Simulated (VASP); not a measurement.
Wanted: the native input for a VASP 6.6.1 run.

* Task: relaxation of cell and atoms
* Functional: PBE
* Potentials or basis: VASP PAW PBE potentials, release 64 (Al)
* Cutoff: 600 eV
* k mesh: 12 × 12 × 12
* Occupations: fermi-dirac, width 0.1 eV
* Spin: no spin polarisation
* Dipole correction: no
* Further INCAR settings: ALGO = Normal; EDIFF = 1e-07; IBRION = 2; EDIFFG = -0.01; NSW = 80; ISIF = 3

The structure of Al lies in POSCAR:

```
Al
1.0
    2.6173666896      0.0000000000      0.0000000000
    0.0000000000      2.6173666896      0.0000000000
    0.0000000000      0.0000000000      2.6173666896
Al
1
Direct
    0.0000000000      0.0000000000      0.0000000000
```

The input as run:

INCAR

```
PREC     = Accurate       # precision mode
ENCUT    = 600            # plane-wave cutoff, eV
EDIFF    = 1E-7           # SCF threshold, eV
ISMEAR   = -1             # smearing method
SIGMA    = 0.1            # smearing width, eV
LREAL    = F              # projectors in reciprocal space
LASPH    = T              # aspherical terms in the spheres
NELM     = 60             # most SCF steps
ALGO     = Normal         # electronic algorithm
ISIF     = 3              # what is computed and relaxed
LWAVE    = F              # write WAVECAR
LCHARG   = F              # write CHGCAR
GGA      = PE             # functional
IBRION   = 2              # ionic algorithm
NSW      = 80             # ionic steps
EDIFFG   = -0.01          # ionic threshold
```

KPOINTS

```
regular mesh
0
Gamma
  12 12 12
```

Potentials or basis: VASP PAW PBE potentials, release 64 (Al).

Command:

```console
$ cat potpaw_PBE.64/Al/POTCAR > POTCAR
$ mpirun -np 1 vasp_std > vasp.out
```

Results of the run:

| Quantity | Value |
| --- | --- |
| Relaxed volume | 20.14 Å³/atom |
| Relaxed cell | a = 2.721 Å, b = 2.721 Å, c = 2.721 Å, α = 90.00°, β = 90.00°, γ = 90.00° |
| Space group after relaxing (to 0.05 Å) | Pm-3m (No. 221) |
| Energy gained by relaxing | 52.9 meV/atom |
| Ionic steps | 3 |
| Pressure after relaxing | 0.0 GPa |

Run time: 5.9 s on 1 thread of Intel(R) Xeon(R) 6975P-C (Granite Rapids), on a shared host, peak memory 0.13 GiB.
